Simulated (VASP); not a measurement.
# Pt (P6_3/mmc) in VASP: further runs

Runs on Pt. Level: PBE. Tasks: single point.

Everything below comes from runs of VASP 6.6.1. Logs are shortened: lines on timing, memory, paths and dates and some standing lists are left out, and cuts for length are marked.

**1. The cell of the first run**

It takes space group P6_3/mmc (No. 194, hexagonal). Conventional cell: a = 2.565 Å, b = 2.565 Å, c = 5.021 Å, α = 90.00°, β = 90.00°, γ = 120.00°. Pt (site symmetry -6m2) has 12 Pt at 2.57 to 2.91 Å within 3.4 Å.

**2. Single point, PBE**

File INCAR:

```
SYSTEM = Pt
PREC = Accurate ; ENCUT = 520
EDIFF = 1E-6 ; ISMEAR = 0
SIGMA = 0.15 ; LREAL = .FALSE.
LASPH = .TRUE. ; NELM = 100
ALGO = Normal ; ISIF = 2
LWAVE = .FALSE. ; LCHARG = .FALSE.
GGA = PE ; NBANDS = 17
```

File KPOINTS:

```
Automatic mesh
0
G
  18 18 10
  0 0 0
```

File POSCAR:

```
Pt
1.0
    2.5654000000      0.0000000000      0.0000000000
   -1.2827000000      2.2217015709      0.0000000000
    0.0000000000      0.0000000000      5.0205000000
Pt
2
Direct
    0.6666666667      0.3333333333      0.7500000000
    0.3333333333      0.6666666667      0.2500000000
```

Potentials or basis: VASP PAW PBE potentials, release 64 (Pt).

The run is started by

```bash
$ cat potpaw_PBE.64/Pt/POTCAR > POTCAR
$ mpirun -np 1 vasp_std > vasp.out
```

OUTCAR:

```text
SYSTEM = Pt
   PREC = Accurate
   ENCUT = 520
   EDIFF = 1E-6
   ISMEAR = 0
   LREAL = .FALSE.
   LASPH = .TRUE.
   NELM = 100
   ISIF = 2
   GGA = PE

 ion  position               nearest neighbor table
   1  0.667  0.333  0.750-   2 2.91   2 2.91   2 2.91   2 2.91   2 2.91   2 2.91
   2  0.333  0.667  0.250-   1 2.91   1 2.91   1 2.91   1 2.91   1 2.91   1 2.91

  LATTYP: Found a hexagonal cell.
 ALAT       =     2.5654000000
 C/A-ratio  =     1.9570047556

  Lattice vectors:

 A1 = (   2.5654000000,   0.0000000000,   0.0000000000)
 A2 = (  -1.2827000000,   2.2217015709,   0.0000000000)
 A3 = (   0.0000000000,   0.0000000000,   5.0205000000)

Analysis of symmetry for initial positions (statically):
=====================================================================
 Subroutine PRICEL returns:
 Original cell was already a primitive cell.

 Routine SETGRP: Setting up the symmetry group for a
 hexagonal supercell.

 Subroutine GETGRP returns: Found 24 space group operations
 (whereof 12 operations were pure point group operations)
 out of a pool of 24 trial point group operations.

The static configuration has the point symmetry D_3d.
 The point group associated with its full space group is D_6h.

Analysis of symmetry for dynamics (positions and initial velocities):
=====================================================================
 Subroutine PRICEL returns:
 Original cell was already a primitive cell.

 Routine SETGRP: Setting up the symmetry group for a
 hexagonal supercell.

 Subroutine GETGRP returns: Found 24 space group operations
 (whereof 12 operations were pure point group operations)
 out of a pool of 24 trial point group operations.

The dynamic configuration has the point symmetry D_3d.
 The point group associated with its full space group is D_6h.

 Subroutine INISYM returns: Found 24 space group operations
 (whereof 12 operations are pure point group operations),
 and found     1 'primitive' translations

----------------------------------------------------------------------------------------

                                     Primitive cell

  volume of cell :      28.6146

  direct lattice vectors                    reciprocal lattice vectors
     2.565400000  0.000000000  0.000000000     0.389802760  0.225052728  0.000000000
    -1.282700000  2.221701571  0.000000000     0.000000000  0.450105457  0.000000000
     0.000000000  0.000000000  5.020500000     0.000000000  0.000000000  0.199183348

  length of vectors
     2.565400000  2.565400000  5.020500000     0.450105457  0.450105457  0.199183348

  position of ions in fractional coordinates (direct lattice)
     0.666666667  0.333333333  0.750000000
     0.333333333  0.666666667  0.250000000

  ion indices of the primitive-cell ions
   primitive index   ion index
                 1           1
                 2           2

----------------------------------------------------------------------------------------

 KPOINTS: Automatic mesh

Automatic generation of k-mesh.
 Grid dimensions read from file:
 generate k-points for:   18   18   10

 Generating k-lattice:

  Cartesian coordinates                     Fractional coordinates (reciprocal lattice)
     0.021655709  0.012502929  0.000000000     0.055555556  0.000000000  0.000000000
     0.000000000  0.025005859  0.000000000     0.000000000  0.055555556  0.000000000
     0.000000000  0.000000000  0.019918335     0.000000000  0.000000000  0.100000000

  Length of vectors
     0.025005859  0.025005859  0.019918335

  Shift w.r.t. Gamma in fractional coordinates (k-lattice)
     0.000000000  0.000000000  0.000000000

 Subroutine IBZKPT returns following result:
 ===========================================

 Found    222 irreducible k-points:

 Following reciprocal coordinates:
            Coordinates               Weight
  0.000000  0.000000  0.000000      1.000000
  0.055556  0.000000  0.000000      6.000000
  0.111111  0.000000  0.000000      6.000000
  0.166667  0.000000  0.000000      6.000000
  0.222222 -0.000000  0.000000      6.000000
  0.277778 -0.000000  0.000000      6.000000
[... 16 lines left out ...]
  0.333333  0.111111  0.000000     12.000000
  0.388889  0.111111  0.000000     12.000000
 [... further k-points ...]
   k-points           NKPTS =    222   k-points in BZ     NKDIM =    222   number of bands    NBANDS=     17
   number of dos      NEDOS =    301   number of ions     NIONS =      2
   total plane-waves  NPLWV =  16000
   dimension x,y,z NGX =    20 NGY =   20 NGZ =   40
   dimension x,y,z NGXF=    40 NGYF=   40 NGZF=   80
   ions per type =               2
   NGX,Y,Z   is equivalent  to a cutoff of  12.96, 12.96, 13.25 a.u.
   NGXF,Y,Z  is equivalent  to a cutoff of  25.92, 25.92, 26.49 a.u.
 SYSTEM =  Pt
   PREC   = accura    normal or accurate (medium, high low for compatibility)
   ISTART =      0    job   : 0-new  1-cont  2-samecut
   ICHARG =      2    charge: 1-file 2-atom 10-const
   ISPIN  =      1    spin polarized calculation?
   LNONCOLLINEAR =      F non collinear calculations
   LSORBIT =      F    spin-orbit coupling
   LASPH  =      T    aspherical Exc in radial PAW
   ENCUT  =  520.0 eV  38.22 Ry    6.18 a.u.   4.77  4.77  9.33*2*pi/ulx,y,z
   NELM   =    100;   NELMIN=  2; NELMDL= -5     # of ELM steps
   EDIFF  = 0.1E-05   stopping-criterion for ELM
   LREAL  =      F    real-space projection
   EDIFFG = 0.1E-04   stopping-criterion for IOM
   NSW    =      0    number of steps for IOM
   IBRION =     -1    ionic relax: 0-MD 1-quasi-New 2-CG
   NFREE  =      0    steps in history (QN), initial steepest desc. (CG)
   ISIF   =      2    stress and relaxation
   ISYM   =      2    0-nonsym 1-usesym 2-fastsym
   POTIM  = 0.5000    time-step for ionic-motion
   TEBEG  =    0.0;   TEEND  =   0.0 temperature during run
   PSTRESS=    0.0 pullay stress
   NELECT =      20.0000    total number of electrons
   NUPDOWN=      -1.0000    fix difference up-down
   EMIN   =  10.00;   EMAX   =-10.00  energy-range for DOS
   EFERMI =   0.00;   METHOD = LEGACY
   ISMEAR =     0;   SIGMA  =   0.15  broadening in eV -4-tet -1-fermi 0-gaus
   EFERMI_NEDOS =   21; number of points for ismear=-14 and -15
   IALGO  =     38    algorithm
   IMIX   =      4    mixing-type and parameters
     AMIX     =   0.40;   BMIX     =  1.00
     AMIX_MAG =   1.60;   BMIX_MAG =  1.00
  volume/ion in A,a.u.               =      14.31        96.55
  Fermi-wavevector in a.u.,A,eV,Ry     =   1.452855  2.745498 28.719005  2.110787
  Thomas-Fermi vector in A             =   2.570189
   LORBIT       =      0    0 simple, 1 ext, 2 COOP (PROOUT), +10 PAW based schemes
   GGA     = PE    functional components
   LHFCALC =     F    Hartree Fock is set to
   AEXX    =    0.0000 exact exchange contribution
   IVDW    =     0    specifies the selected vdW correction
   LEPSILON=     F    determine dielectric tensor
   LRPA    =     F    only Hartree local field effects (RPA)
 non-spin polarized calculation
 Gauss-broadening in eV      SIGMA  =   0.15
  energy-cutoff  :      520.00
  volume of cell :       28.61
 maximum number of plane-waves:       799
 NGX is ok and might be reduce to    20

 number of electron      20.0000003 magnetization

 Free energy of the ion-electron system (eV)
  ---------------------------------------------------
  ext. energy  EPLUGINS =         0.00000000
  ---------------------------------------------------
  free energy    TOTEN  =       -11.45636088 eV

  energy without entropy =      -11.43040448  energy(sigma->0) =      -11.44338268

 E-fermi :  12.1964     XC(G=0): -13.7671

 val. band max:       12.1760317430   @ k =   0.1111   0.0000   0.0000
 cond. band min:      12.2221766737   @ k =   0.3889   0.1667   0.2000
 fundamental gap:      0.0461449307
 Fermi energy:        12.1964115412

 k-point     1 :       0.0000    0.0000    0.0000
  band No.  band energies     occupation
      1       1.4452      2.00000
      2       3.6067      2.00000
      3       6.7492      2.00000
      4       8.1177      2.00000
      5       8.1177      2.00000
      6       8.3628      2.00000
[... 9 lines left out ...]
     16      29.2895      0.00000
     17      35.9972      0.00000

 k-point     2 :       0.0556    0.0000    0.0000
  band No.  band energies     occupation
      1       1.5872      2.00000
      2       3.7511      2.00000
      3       6.8087      2.00000
      4       8.0325      2.00000
      5       8.2333      2.00000
      6       8.2760      2.00000
[... 9 lines left out ...]
     16      29.5552      0.00000
     17      34.5879      0.00000

 k-point     3 :       0.1111    0.0000    0.0000
  band No.  band energies     occupation
      1       1.9988      2.00000
      2       4.1584      2.00000
      3       6.9545      2.00000
      4       7.8259      2.00000
      5       8.0765      2.00000
      6       8.5749      2.00000
[... 9 lines left out ...]
     16      30.2522      0.00000
     17      32.8927      0.00000

 k-point     4 :       0.1667    0.0000    0.0000
  band No.  band energies     occupation
      1       2.6313      2.00000
      2       4.7217      2.00000
      3       7.0549      2.00000
      4       7.5623      2.00000
      5       8.0682      2.00000
      6       8.1321      2.00000
[... 9 lines left out ...]
     16      30.9901      0.00000
     17      31.5221      0.00000
[... 343 lines left out ...]
      1       4.9384      2.00000
      2       5.3911      2.00000
      3       6.2734      2.00000
      4       7.3214      2.00000
      5       8.1433      2.00000
      6       8.2561      2.00000
[... 9 lines left out ...]
     16      27.5043      0.00000
     17      29.8995      0.00000

 k-point    23 :       0.3333    0.1111    0.0000
  band No.  band energies     occupation
      1       4.9720      2.00000
      2       5.1620      2.00000
      3       5.9634      2.00000
      4       7.9154      2.00000
      5       7.9815      2.00000
      6       8.8393      2.00000
[... 9 lines left out ...]
     16      26.6991      0.00000
     17      27.6447      0.00000

 k-point    24 :       0.3889    0.1111    0.0000
  band No.  band energies     occupation
      1       4.8552      2.00000
      2       5.0497      2.00000
      3       5.7745      2.00000
      4       7.8131      2.00000
      5       8.5053      2.00000
      6       9.1449      2.00000
[... 9 lines left out ...]
     16      26.0439      0.00000
     17      26.0680      0.00000

 [... further k-points ...]
[... 5 lines left out ...]
  --------------------------------------------------------------------------------------
  -------------------------------------------------------------------------------------
  Total       10.6004371     10.6004371      1.0305532      0.0000000      0.0000000      0.0000000
  in kB      593.5353235    593.5353235     57.7023140      0.0000000      0.0000000      0.0000000
  external PRESSURE =     414.9243203 kB  Pullay stress =       0.0000000 kB

 VOLUME and BASIS-vectors are now :
 -----------------------------------------------------------------------------
  energy-cutoff  :      520.00
  volume of cell :       28.61
      direct lattice vectors                 reciprocal lattice vectors
     2.565400000  0.000000000  0.000000000     0.389802760  0.225052728  0.000000000
    -1.282700000  2.221701571  0.000000000     0.000000000  0.450105457  0.000000000
     0.000000000  0.000000000  5.020500000     0.000000000  0.000000000  0.199183348

 POSITION                                       TOTAL-FORCE (eV/Angst)
 -----------------------------------------------------------------------------------
      1.28270      0.74057      3.76538         0.000000      0.000000      0.000000
     -0.00000      1.48113      1.25513         0.000000      0.000000      0.000000
 -----------------------------------------------------------------------------------
    total drift:                                0.000000     -0.000000     -0.000000

  FREE ENERGIE OF THE ION-ELECTRON SYSTEM (eV)
  ---------------------------------------------------
  free  energy   TOTEN  =       -11.4563608794 eV

  energy  without entropy=      -11.4304044820  energy(sigma->0) =      -11.44338268
```

It took 34 s on 1 thread of Intel Xeon 6975P-C (Granite Rapids), shared host; peak memory 0.21 GiB.

What came out:

```yaml
Free_energy: -11.4564 eV
Pressure: 41.5 GPa
Band_gap_on_the_k_mesh: zero (band 10 reaches 13.43 eV, above the bottom of band 11 at 11.41 eV)
```

Stress tensor (GPa, compression positive):
```
59.35  0.00  0.00
 0.00 59.35  0.00
 0.00  0.00  5.77
```

Caveat: spin-orbit coupling is left out, which moves the levels of the heavy elements.

**3. Single point, PBE**

This run uses another cell than the first one, of the same volume but with other edges.

File INCAR:

```
PREC = Accurate
ENCUT = 520
EDIFF = 1E-7
ISMEAR = 0
SIGMA = 0.15
LREAL = False
LASPH = True
NELM = 60
ALGO = Normal
ISIF = 2
LWAVE = False
LCHARG = False
GGA = PE
NBANDS = 17
```

File KPOINTS:

```
regular mesh
0
Gamma
  18 18 10
```

File POSCAR:

```
Pt
1.0
    2.6137000000      0.0000000000      0.0000000000
   -1.3068500000      2.2635305979      0.0000000000
    0.0000000000      0.0000000000      4.8412000000
Pt
2
Direct
    0.6666666667      0.3333333333      0.7500000000
    0.3333333333      0.6666666667      0.2500000000
```

Potentials or basis: VASP PAW PBE potentials, release 64 (Pt).

The run is started by

```bash
$ cat potpaw_PBE.64/Pt/POTCAR > POTCAR
$ mpirun -np 1 vasp_std > vasp.out
```

It took 32 s on 1 thread of Intel Xeon 6975P-C (Granite Rapids), shared host; peak memory 0.21 GiB.

Results (log left out):

```
Free energy            : -11.7327 eV
Pressure               : 33.9 GPa
Band gap on the k mesh : zero (band 10 reaches 13.14 eV, above the bottom of band 11 at 11.43 eV)
```

Stress tensor (GPa, compression positive):
```
43.68  0.00  0.00
 0.00 43.68  0.00
 0.00  0.00 14.41
```

Levels at points of the mesh, in eV from the Fermi level:
```
           k point  band 6  band 7  band 8  band 9  band 10  band 11  band 12  band 13  band 14  band 15
(0.00, 0.00, 0.00)   -3.71   -3.71   -1.59   -1.59    -1.59    -0.16    -0.16     4.49    14.58    15.29
(0.50, 0.00, 0.00)   -3.15   -2.75   -0.16    0.77     0.92     2.59     4.28     7.95     8.82    10.47
(0.00, 0.00, 0.50)   -3.97   -3.97   -3.97   -0.74    -0.74    -0.74    -0.74    11.20    11.20    15.75
(0.50, 0.00, 0.50)   -1.86   -1.05   -1.05    0.85     0.85     1.70     1.70     7.65     7.65    13.78
```

Caveat: spin-orbit coupling is left out, which moves the levels of the heavy elements.

**4. Single point, PBE**

This run uses another cell than the first one, of 16.31 Å³/atom, 1.140 times its volume.

File INCAR:

```
PREC = Accurate ; ENCUT = 520
EDIFF = 1E-6 ; ISMEAR = 0
SIGMA = 0.15 ; LREAL = F
LASPH = T ; NELM = 80
ALGO = Normal ; ISIF = 2
LWAVE = F ; LCHARG = F
GGA = PE ; NBANDS = 17
```

File KPOINTS:

```
Automatic mesh
0
Gamma
  18 18 10
```

File POSCAR:

```
Pt
1.0
    2.8068000000      0.0000000000      0.0000000000
   -1.4034000000      2.4307601033      0.0000000000
    0.0000000000      0.0000000000      4.7813829983
Pt
2
Direct
    0.6666666667      0.3333333333      0.7500000000
    0.3333333333      0.6666666667      0.2500000000
```

The run is started by

```bash
$ cat potpaw_PBE.64/Pt/POTCAR > POTCAR
$ mpirun -np 1 vasp_std > vasp.out
```

Wall time 28 s (1 thread of Intel Xeon 6975P-C (Granite Rapids), shared host); peak memory 0.23 GiB.

It converged, with:

```yaml
Free_energy: -12.0685 eV
Pressure: -8.3 GPa
Band_gap_on_the_k_mesh: zero (band 10 reaches 10.20 eV, above the bottom of band 11 at 9.02 eV)
```

Stress tensor (GPa, compression positive):
```
-9.23  0.00  0.00
 0.00 -9.23  0.00
 0.00  0.00 -6.31
```

Levels at points of the mesh, in eV from the Fermi level:
```
           k point  band 7  band 8  band 9  band 10  band 11  band 12  band 13  band 14
(0.00, 0.00, 0.00)   -2.86   -1.82   -1.82    -0.44    -0.23    -0.23     4.70    15.07
(0.50, 0.00, 0.00)   -2.49    0.04    0.19     0.40     2.17     3.56     7.17     8.81
(0.00, 0.00, 0.50)   -3.24   -3.24   -0.78    -0.78    -0.78    -0.78    12.08    12.08
(0.50, 0.00, 0.50)   -0.78   -0.78    0.31     0.31     1.72     1.72     6.15     6.15
```

Caveat: spin-orbit coupling is left out, which moves the levels of the heavy elements.

**5. Single point, PBE**

This run uses another cell than the first one, of 16.35 Å³/atom, 1.142 times its volume.

File INCAR:

```
SYSTEM = Pt
PREC = Accurate ; ENCUT = 520
EDIFF = 1E-6 ; ISMEAR = 0
SIGMA = 0.15 ; LREAL = .FALSE.
LASPH = .TRUE. ; NELM = 60
ALGO = Normal ; ISIF = 2
LWAVE = .FALSE. ; LCHARG = .FALSE.
GGA = PE ; NBANDS = 17
```

File KPOINTS:

```
regular mesh
0
G
  18 18 10
  0 0 0
```

File POSCAR:

```
Pt
1.0
    2.7585396147      0.0000000000      0.0000000000
   -1.3792698074      2.3889653837      0.0000000000
    0.0000000000      0.0000000000      4.9607000000
Pt
2
Direct
    0.6666666667      0.3333333333      0.7500000000
    0.3333333333      0.6666666667      0.2500000000
```

The run is started by

```bash
$ cat potpaw_PBE.64/Pt/POTCAR > POTCAR
$ mpirun -np 1 vasp_std > vasp.out
```

Wall time 32 s (1 thread of Intel Xeon 6975P-C (Granite Rapids), shared host); peak memory 0.23 GiB.

The run converged. Its results:

- Free energy: -12.0569 eV
- Pressure: -7.4 GPa
- Band gap on the k mesh: zero (band 10 reaches 10.32 eV, above the bottom of band 11 at 9.06 eV)

Stress tensor (GPa, compression positive):
```
 -5.50   0.00   0.00
  0.00  -5.50   0.00
  0.00   0.00 -11.08
```

Levels at points of the mesh, in eV from the Fermi level:
```
           k point  band 8  band 9  band 10  band 11  band 12  band 13
(0.00, 0.00, 0.00)   -1.46   -1.46    -0.76    -0.17    -0.17     4.05
(0.50, 0.00, 0.00)   -0.09    0.43     0.58     2.28     3.76     7.06
(0.00, 0.00, 0.50)   -3.21   -0.68    -0.68    -0.68    -0.68    10.93
(0.50, 0.00, 0.50)   -0.76    0.52     0.52     1.75     1.75     6.39
```

Caveat: spin-orbit coupling is left out, which moves the levels of the heavy elements.

**6. Overview**

| cell | gap on the mesh (eV) | pressure (GPa) |
| --- | --- | --- |
| a = 2.565, b = 2.565, c = 5.021 Å, angles 90.0, 90.0, 120.0°, 2 atoms | none | 41.5 |
| a = 2.614, b = 2.614, c = 4.841 Å, angles 90.0, 90.0, 120.0°, 2 atoms | none | 33.9 |
| a = 2.807, b = 2.807, c = 4.781 Å, angles 90.0, 90.0, 120.0°, 2 atoms | none | -8.3 |
| a = 2.759, b = 2.759, c = 4.961 Å, angles 90.0, 90.0, 120.0°, 2 atoms | none | -7.4 |

Alike in all rows: task single point; level PBE; potentials or basis VASP PAW PBE potentials, release 64 (Pt); no spin polarisation; k mesh 18 × 18 × 10; cutoff (eV) 520; smearing gaussian 0.15 eV.

Caveats: spin-orbit coupling is left out, which moves the levels of the heavy elements.

Absolute energies hang on the potentials; compare differences alone.
